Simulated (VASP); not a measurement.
# WS2 (P1) in VASP: single point with PBEsol

Aim: the single point of WS2 with PBEsol.

Everything below comes from runs of VASP 6.6.1. Logs are shortened: lines on timing, memory, paths and dates and some standing lists are left out, and cuts for length are marked.

### 1 The cell of the first run

The typed cell holds 12 atoms: a = 3.066 Å, b = 5.469 Å, c = 12.708 Å, α = 90.42°, β = 92.02°, γ = 90.56°.

### 2 Single point, PBEsol (atoms moved at random and the cell strained at random)

Input file INCAR:

```
  ALGO = Normal
  EDIFF = 1E-7
  ENCUT = 520
  GGA = PS
  ISIF = 2
  ISMEAR = 0
  LASPH = T
  LCHARG = T
  LELF = T
  LREAL = F
  LVHAR = T
  LWAVE = F
  NBANDS = 64
  NELM = 60
  PREC = Accurate
  SIGMA = 0.05
```

Input file KPOINTS:

```
k-points
0
Gamma
  8 6 2
```

Input file POSCAR:

```
WS2
1.0
    3.0656276025     -0.0153301281     -0.0547628476
   -0.0265525609      5.4687650385     -0.0204250045
   -0.2209174427     -0.0475713545     12.7063724028
W S
4 8
Direct
    0.0119980067      0.3367467903      0.2541753768
    0.4876183270      0.8306057100      0.2554226111
    0.5095300813      0.1635401200      0.7488881715
    0.9945388985      0.6529807440      0.7489880578
   -0.0119428276      0.3234097000      0.6236121224
    0.5035117600      0.8431379843      0.6311664015
    0.5336905889      0.1641288828      0.1285070084
    1.0038341537      0.6671289716      0.1224608999
    0.0084338586      0.3285110880      0.8797641003
    0.4812052865      0.8477424991      0.8689540927
    0.5001286564      0.1713592280      0.3697719451
    0.9774532100      0.6707082818      0.3682892124
```

Potentials or basis: VASP PAW PBE potentials, release 64 (W_sv, S).

Started as:

```sh
> cat potpaw_PBE.64/W_sv/POTCAR potpaw_PBE.64/S/POTCAR > POTCAR
> mpirun -np 1 vasp_std > vasp.out
```

OUTCAR:

```text
EDIFF = 1E-7
   ENCUT = 520
   GGA = PS
   ISIF = 2
   ISMEAR = 0
   LASPH = T
   LREAL = F
   NELM = 60
   PREC = Accurate

 ion  position               nearest neighbor table
   1  0.012  0.337  0.254-  11 2.26   7 2.32  12 2.33  11 2.37   8 2.47   7 2.49   2 3.06   2 3.14
                             2 3.16   2 3.19
   2  0.488  0.831  0.255-  12 2.23  12 2.33  11 2.35   8 2.37   7 2.45   8 2.52   1 3.06   1 3.14
                             1 3.16   1 3.19
   3  0.510  0.164  0.749-   6 2.30  10 2.32   5 2.37   9 2.39   5 2.39   9 2.48   4 3.05   4 3.12
                             4 3.18   4 3.19
   4  0.995  0.653  0.749-  10 2.34   6 2.34   5 2.40   6 2.43   9 2.44  10 2.47   3 3.05   3 3.12
                             3 3.18   3 3.19
   5  0.988  0.323  0.624-   3 2.37   3 2.39   4 2.40
   6  0.504  0.843  0.631-   3 2.30   4 2.34   4 2.43
   7  0.534  0.164  0.129-   1 2.32   2 2.45   1 2.49
   8  0.004  0.667  0.122-   2 2.37   1 2.47   2 2.52
   9  0.008  0.329  0.880-   3 2.39   4 2.44   3 2.48
  10  0.481  0.848  0.869-   3 2.32   4 2.34   4 2.47
  11  0.500  0.171  0.370-   1 2.26   2 2.35   1 2.37
  12  0.977  0.671  0.368-   2 2.23   2 2.33   1 2.33

  LATTYP: Found a triclinic cell.
 ALAT       =     3.0661550156
 B/A-ratio  =     4.2292822471
 C/A-ratio  =     1.7836239891
 COS(alpha) =     0.0095594106
 COS(beta)  =     0.0097873763
 COS(gamma) =     0.2019313582

  Lattice vectors:

 A1 = (   3.0656276025,  -0.0153301281,  -0.0547628476)
 A2 = (   2.8447101598,  -0.0629014826,  12.6516095552)
 A3 = (   0.0265525609,  -5.4687650385,   0.0204250045)

Analysis of symmetry for initial positions (statically):
=====================================================================
 Subroutine PRICEL returns:
 Original cell was already a primitive cell.

 Routine SETGRP: Setting up the symmetry group for a
 triclinic supercell.

 Subroutine GETGRP returns: Found  1 space group operations
 (whereof  1 operations were pure point group operations)
 out of a pool of  2 trial point group operations.

The static configuration has the point symmetry C_1 .

Analysis of symmetry for dynamics (positions and initial velocities):
=====================================================================
 Subroutine PRICEL returns:
 Original cell was already a primitive cell.

 Routine SETGRP: Setting up the symmetry group for a
 triclinic supercell.

 Subroutine GETGRP returns: Found  1 space group operations
 (whereof  1 operations were pure point group operations)
 out of a pool of  2 trial point group operations.

The dynamic configuration has the point symmetry C_1 .

 Subroutine INISYM returns: Found  1 space group operations
 (whereof  1 operations are pure point group operations),
 and found     1 'primitive' translations

----------------------------------------------------------------------------------------

                                     Primitive cell

  volume of cell :     212.9504

  direct lattice vectors                    reciprocal lattice vectors
     3.065627603 -0.015330128 -0.054762848     0.326306961  0.001605533  0.005679298
    -0.026552561  5.468765038 -0.020425004     0.000926955  0.182863758  0.000700740
    -0.220917443 -0.047571355 12.706372403     0.001407832  0.000300866  0.078726272

  length of vectors
     3.066155016  5.468867640 12.708381769     0.326360330  0.182867450  0.078739433

  position of ions in fractional coordinates (direct lattice)
     0.011998007  0.336746790  0.254175377
     0.487618327  0.830605710  0.255422611
     0.509530081  0.163540120  0.748888171
     0.994538898  0.652980744  0.748988058
     0.988057172  0.323409700  0.623612122
     0.503511760  0.843137984  0.631166402
     0.533690589  0.164128883  0.128507008
     0.003834154  0.667128972  0.122460900
     0.008433859  0.328511088  0.879764100
     0.481205286  0.847742499  0.868954093
     0.500128656  0.171359228  0.369771945
     0.977453210  0.670708282  0.368289212

  ion indices of the primitive-cell ions
   primitive index   ion index
                 1           1
                 2           2
                 3           3
                 4           4
                 5           5
                 6           6
                 7           7
                 8           8
                 9           9
                10          10
                11          11
                12          12

----------------------------------------------------------------------------------------

 KPOINTS: k-points

Automatic generation of k-mesh.
 Grid dimensions read from file:
 generate k-points for:    8    6    2

 Generating k-lattice:

  Cartesian coordinates                     Fractional coordinates (reciprocal lattice)
     0.040788370  0.000200692  0.000709912     0.125000000 -0.000000000 -0.000000000
     0.000154493  0.030477293  0.000116790     0.000000000  0.166666667  0.000000000
     0.000703916  0.000150433  0.039363136     0.000000000  0.000000000  0.500000000

  Length of vectors
     0.040795041  0.030477908  0.039369717

  Shift w.r.t. Gamma in fractional coordinates (k-lattice)
     0.000000000  0.000000000  0.000000000

 Subroutine IBZKPT returns following result:
 ===========================================

 Found     52 irreducible k-points:

 Following reciprocal coordinates:
            Coordinates               Weight
  0.000000  0.000000  0.000000      1.000000
  0.125000  0.000000  0.000000      2.000000
  0.250000  0.000000  0.000000      2.000000
  0.375000  0.000000 -0.000000      2.000000
  0.500000  0.000000  0.000000      1.000000
 -0.000000  0.166667  0.000000      2.000000
[... 16 lines left out ...]
  0.125000  0.500000  0.000000      2.000000
  0.250000  0.500000  0.000000      2.000000
 [... further k-points ...]
   k-points           NKPTS =     52   k-points in BZ     NKDIM =     52   number of bands    NBANDS=     64
   number of dos      NEDOS =    301   number of ions     NIONS =     12
   total plane-waves  NPLWV =  96768
   dimension x,y,z NGX =    24 NGY =   42 NGZ =   96
   dimension x,y,z NGXF=    48 NGYF=   84 NGZF=  192
   ions per type =               4   8
   NGX,Y,Z   is equivalent  to a cutoff of  13.01, 12.77, 12.56 a.u.
   NGXF,Y,Z  is equivalent  to a cutoff of  26.03, 25.53, 25.12 a.u.
 SYSTEM =  unknown system
   PREC   = accura    normal or accurate (medium, high low for compatibility)
   ISTART =      0    job   : 0-new  1-cont  2-samecut
   ICHARG =      2    charge: 1-file 2-atom 10-const
   ISPIN  =      1    spin polarized calculation?
   LNONCOLLINEAR =      F non collinear calculations
   LSORBIT =      F    spin-orbit coupling
   LASPH  =      T    aspherical Exc in radial PAW
   ENCUT  =  520.0 eV  38.22 Ry    6.18 a.u.   5.70 10.17 23.63*2*pi/ulx,y,z
   NELM   =     60;   NELMIN=  2; NELMDL= -5     # of ELM steps
   EDIFF  = 0.1E-06   stopping-criterion for ELM
   LREAL  =      F    real-space projection
   EDIFFG = 0.1E-05   stopping-criterion for IOM
   NSW    =      0    number of steps for IOM
   IBRION =     -1    ionic relax: 0-MD 1-quasi-New 2-CG
   NFREE  =      0    steps in history (QN), initial steepest desc. (CG)
   ISIF   =      2    stress and relaxation
   ISYM   =      2    0-nonsym 1-usesym 2-fastsym
   POTIM  = 0.5000    time-step for ionic-motion
   TEBEG  =    0.0;   TEEND  =   0.0 temperature during run
   PSTRESS=    0.0 pullay stress
   NELECT =     104.0000    total number of electrons
   NUPDOWN=      -1.0000    fix difference up-down
   EMIN   =  10.00;   EMAX   =-10.00  energy-range for DOS
   EFERMI =   0.00;   METHOD = LEGACY
   ISMEAR =     0;   SIGMA  =   0.05  broadening in eV -4-tet -1-fermi 0-gaus
   EFERMI_NEDOS =   21; number of points for ismear=-14 and -15
   IALGO  =     38    algorithm
   IMIX   =      4    mixing-type and parameters
     AMIX     =   0.40;   BMIX     =  1.00
     AMIX_MAG =   1.60;   BMIX_MAG =  1.00
  volume/ion in A,a.u.               =      17.75       119.76
  Fermi-wavevector in a.u.,A,eV,Ry     =   1.289218  2.436269 22.614024  1.662084
  Thomas-Fermi vector in A             =   2.421125
   LORBIT       =      0    0 simple, 1 ext, 2 COOP (PROOUT), +10 PAW based schemes
   GGA     = PS    functional components
   LHFCALC =     F    Hartree Fock is set to
   AEXX    =    0.0000 exact exchange contribution
   IVDW    =     0    specifies the selected vdW correction
   LEPSILON=     F    determine dielectric tensor
   LRPA    =     F    only Hartree local field effects (RPA)
 non-spin polarized calculation
 Gauss-broadening in eV      SIGMA  =   0.05
  energy-cutoff  :      520.00
  volume of cell :      212.95
 maximum number of plane-waves:      5758
   NGX = 11   NGY = 21   NGZ = 47

 number of electron     103.9999998 magnetization

 Free energy of the ion-electron system (eV)
  ---------------------------------------------------
  ext. energy  EPLUGINS =         0.00000000
  ---------------------------------------------------
  free energy    TOTEN  =       -99.93635083 eV

  energy without entropy =      -99.93635083  energy(sigma->0) =      -99.93635083

 E-fermi :   7.6265     XC(G=0): -11.0289

 val. band max:        7.2808524818   @ k =   0.0000   0.0000   0.0000
 cond. band min:       8.2101148340   @ k =   0.3750   0.0000  -0.0000
 fundamental gap:      0.9292623522
 Fermi energy:         7.6264675770

 k-point     1 :       0.0000    0.0000    0.0000
  band No.  band energies     occupation
      1     -67.1471      2.00000
      2     -67.1252      2.00000
      3     -67.1024      2.00000
      4     -67.0964      2.00000
      5     -31.6697      2.00000
      6     -31.6620      2.00000
[... 56 lines left out ...]
     63      10.3102      0.00000
     64      10.4729      0.00000

 k-point     2 :       0.1250    0.0000    0.0000
  band No.  band energies     occupation
      1     -67.1447      2.00000
      2     -67.1223      2.00000
      3     -67.1010      2.00000
      4     -67.0946      2.00000
      5     -31.6497      2.00000
      6     -31.6420      2.00000
[... 1530 lines left out ...]
     63      10.4627      0.00000
     64      10.7141      0.00000

 [... further k-points ...]

------------------------ aborting loop because EDIFF is reached ----------------------------------------

  FORCE on cell =-STRESS in cart. coord.  units (eV):
  Direction    XX          YY          ZZ          XY          YZ          ZX
  --------------------------------------------------------------------------------------
  -------------------------------------------------------------------------------------
  Total       12.5611823      5.2736610      8.0703956      0.9169238     -0.5204143     10.3631283
  in kB       94.5067155     39.6775056     60.7193306      6.8986705     -3.9154470     77.9691902
  external PRESSURE =      64.9678506 kB  Pullay stress =       0.0000000 kB

 VOLUME and BASIS-vectors are now :
 -----------------------------------------------------------------------------
  energy-cutoff  :      520.00
  volume of cell :      212.95
      direct lattice vectors                 reciprocal lattice vectors
     3.065627603 -0.015330128 -0.054762848     0.326306961  0.001605533  0.005679298
    -0.026552561  5.468765038 -0.020425004     0.000926955  0.182863758  0.000700740
    -0.220917443 -0.047571355 12.706372403     0.001407832  0.000300866  0.078726272

 POSITION                                       TOTAL-FORCE (eV/Angst)
 -----------------------------------------------------------------------------------
     -0.02831      1.82931      3.22211        -0.290230      0.289822     -2.909255
      1.41637      4.52276      3.20183         0.055211      1.070179     -3.880142
      1.39224      0.85093      9.48441        -0.983129      1.437205      0.937810
      2.86608      3.52012      9.44912        -0.025175      0.940731      0.618619
      2.88266      1.72384      7.86313         0.219591      0.296575     -0.117588
      1.38176      4.57318      7.97504        -0.773707     -1.509541     -1.508905
      1.60335      0.88329      1.60028        -1.356414     -0.209269      0.180917
     -0.03301      3.64249      1.54220        -0.829892     -0.218940      1.079083
     -0.17722      1.75457     11.17144         0.491394      0.257937     -0.901068
      1.26072      4.58739     10.99759         1.077199     -1.412032      0.978956
      1.44697      0.91187      4.66757         1.086857     -0.422762      2.402931
      2.89734      3.63544      4.61239         1.328295     -0.519904      3.118642
 -----------------------------------------------------------------------------------
    total drift:                                0.000110      0.000267     -0.000424

  FREE ENERGIE OF THE ION-ELECTRON SYSTEM (eV)
  ---------------------------------------------------
  free  energy   TOTEN  =       -99.9363508275 eV

  energy  without entropy=      -99.9363508275  energy(sigma->0) =      -99.93635083
```

Wall time 24 min (1 thread of Oxide Virtual Turin-like, shared host); peak memory 0.59 GiB.

Results:

```
Free energy            : -99.9364 eV
Pressure               : 6.5 GPa
Largest force          : 4.025 eV/Å
Band gap on the k mesh : 0.93 eV
```

Forces in eV/Å, atoms in the order of the input:
```
W   -0.290  0.290 -2.909
W    0.055  1.070 -3.880
W   -0.983  1.437  0.938
W   -0.025  0.941  0.619
S    0.220  0.297 -0.118
S   -0.774 -1.510 -1.509
S   -1.356 -0.209  0.181
S   -0.830 -0.219  1.079
S    0.491  0.258 -0.901
S    1.077 -1.412  0.979
S    1.087 -0.423  2.403
S    1.328 -0.520  3.119
```

Stress tensor (GPa, compression positive):
```
 9.45  0.69  7.80
 0.69  3.97 -0.39
 7.80 -0.39  6.07
```

Caveat: the cell differs from its parent crystal (atoms moved at random and the cell strained at random); the stress differs along the axes, from 4 to 9 GPa; the PAW data sets were made with another functional, which shifts forces and pressure a little; spin-orbit coupling is left out, which moves the levels of the heavy elements.
